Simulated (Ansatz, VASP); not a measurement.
**One calculation of BAs, two programs**

```
CELL_PARAMETERS angstrom
3.45072 0.00000 0.00000
-1.72536 2.98841 0.00000
0.00000 0.00000 10.19220
ATOMIC_POSITIONS crystal
B 0.33333 0.66667 0.25000
B 0.66667 0.33333 0.75000
As 0.66667 0.33333 0.25000
As 0.33333 0.66667 0.75000
```

Alike in both runs: task single point; functional PBE; k mesh 9 × 9 × 2; no spin polarisation.

|  | VASP | Ansatz |
| --- | --- | --- |
| version | VASP 6.6.1 | Ansatz 0.2.0 |
| potentials or method | VASP PAW PBE potentials, release 64 (B, As_d) | plane waves, PAW |
| plane-wave cutoff (eV) | 600 | 420 |
| occupations | gaussian, width 0.01 eV | fixed |
| valence electrons in the cell | 36 | 36 |

Ansatz gave:

- gap on the k mesh at the Fermi level (eV): 0.79
- pressure (GPa): -3.7
- traceless stress, the component that is largest in VASP (GPa): 3.69

Task: What did VASP give for the same quantities?

Result: gap on the k mesh at the Fermi level (eV): 0.79; pressure (GPa): -3.8; traceless stress, the component that is largest in VASP (GPa): 3.81.
